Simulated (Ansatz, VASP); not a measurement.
# Two plane-wave programs on Te2Mo

```xyz
6
Lattice="3.4942 0.0000 0.0000 -1.7471 3.0261 0.0000 0.0000 0.0000 14.0056" Properties=species:S:1:pos:R:3 pbc="T T T"
Te    0.0000    2.0174    8.6992
Te    1.7471    1.0087    1.6964
Te    1.7471    1.0087    5.3064
Te    0.0000    2.0174   12.3093
Mo    0.0000    2.0174    3.5014
Mo    1.7471    1.0087   10.5042
```

Alike in both runs: task relaxation of cell and atoms; functional PBEsol; k mesh 12 × 12 × 2; occupations gaussian, width 0.02 eV; no spin polarisation.

```csv
,VASP,Ansatz
version,VASP 6.6.1,Ansatz 0.2.0
potentials or method,"VASP PAW PBE potentials, release 64 (Te, Mo_sv), cutoff 600 eV","scalar-relativistic, plane waves, PAW"
valence electrons in the cell,52,92
```

Ansatz gave:

```
gap on the k mesh at the Fermi level, each at its own relaxed structure (eV)  : 0.77
relaxed volume (Å³/atom)                                                      : 24.68
relaxed length of the cell vector where the two differ most in proportion (Å) : 14.006
```

Question: What did VASP give for the same quantities?

Answer: gap on the k mesh at the Fermi level, each at its own relaxed structure (eV): 0.77; relaxed volume (Å³/atom): 24.70; relaxed length of the cell vector where the two differ most in proportion (Å): 14.014.

VASP's potentials were made for PBE, not for PBEsol. VASP's potentials hold 52 valence electrons a cell and Ansatz's 92, so a difference there can come from the potentials and not from the codes.

Spin-orbit coupling is off throughout.
